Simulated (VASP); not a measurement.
The system is Be3TeO2.

```xyz
6
Lattice="2.3053 -4.1489 0.0000 2.3053 4.1489 0.0000 0.0000 0.0000 3.8050" Properties=species:S:1:pos:R:3 pbc="T T T"
Be    2.3053   -1.4767    0.0000
Be    2.3053    1.4767    0.0000
Be    2.3053    0.0000    1.9025
Te    0.0000    0.0000    0.0000
O     1.1527   -2.0745    1.9025
O     1.1527    2.0745    1.9025
```

| Quantity | Value |
| --- | --- |
| Program | VASP 6.6.1 |
| Task | relaxation of cell and atoms |
| Functional | PBE |
| Potentials or basis | VASP PAW PBE potentials, release 64 (Be, Te, O) |
| Cutoff | 600 eV |
| k mesh | 4 × 4 × 4 |
| Occupations | gaussian, width 0.1 eV |
| Spin | no spin polarisation |

At the start: pressure -9.4 GPa; volume 12.13 Å³/atom.

Problem. How do energy, volume and symmetry change on relaxing?

Solution. Over 29 steps the energy falls by 1117.8 meV/atom and the volume is 11.91 Å³/atom (-1.8 %); space group Cmmm (No. 65, to 0.05 Å).

The path:
| step | energy change (eV) | largest force (eV/Å) | pressure (GPa) | volume (Å³) |
| --- | --- | --- | --- | --- |
| 1 | 0.0000 | 1.0166 | -9.42 | 72.79 |
| 2 | -0.5025 | 1.1055 | -0.29 | 65.50 |
| 3 | -0.6279 | 1.1698 | 7.96 | 61.18 |
| 4 | -1.0096 | 1.4017 | 10.45 | 59.88 |
| 5 | -2.8018 | 1.6268 | 21.38 | 55.59 |
| 6 | 0.7429 | 0.5480 | 112.48 | 45.08 |
| 7 | -3.4255 | 1.3514 | 31.35 | 53.33 |
| 8 | -3.3909 | 0.8521 | 45.98 | 51.02 |
| 9 | -3.5038 | 1.0736 | 39.56 | 51.92 |
| 10 | -3.7187 | 0.9458 | 39.45 | 52.24 |
| 11 | -3.9655 | 0.6651 | 39.93 | 52.97 |
| 12 | -3.9754 | 0.6793 | 40.45 | 53.21 |
| 13 | -4.4126 | 0.7212 | 32.81 | 54.97 |
| 14 | -5.3288 | 0.8364 | 14.79 | 60.47 |
| 15 | -5.8391 | 0.9704 | -6.06 | 72.49 |
| 16 | -5.8504 | 0.9589 | -4.37 | 71.06 |
| 17 | -6.0433 | 0.9612 | -3.76 | 71.25 |
| 18 | -6.4857 | 0.7746 | -2.49 | 71.66 |
| 19 | -6.2524 | 0.2468 | 1.32 | 71.67 |
| 20 | -6.6110 | 0.6013 | -1.72 | 71.79 |
| 21 | -6.6592 | 0.4769 | 0.36 | 71.16 |
| 22 | -6.6685 | 0.3924 | 1.74 | 70.76 |
| 23 | -6.6837 | 0.3079 | 0.77 | 71.33 |
| 24 | -6.6948 | 0.1484 | -0.91 | 72.39 |
| 25 | -6.7025 | 0.0912 | -0.79 | 72.16 |
| 26 | -6.7039 | 0.0430 | -0.72 | 72.02 |
| 27 | -6.7064 | 0.0016 | 0.24 | 71.44 |
| 28 | -6.7064 | 0.0013 | 0.23 | 71.43 |
| 29 | -6.7070 | 0.0026 | -0.02 | 71.46 |

Final structure:
```
Be Te O
1.0
     2.35350   -5.63406    0.00000
     2.35350    5.63406    0.00000
     0.00000    0.00000    2.69479
Be Te O
3 1 2
Direct
  0.76473 0.23527 0.00000
  0.23527 0.76473 0.00000
  0.50000 0.50000 0.50000
  0.00000 0.00000 0.00000
  0.50000 0.00000 0.50000
  0.00000 0.50000 0.50000
```

Caveat: the k points lie up to 0.58 Å⁻¹ apart in the final cell.
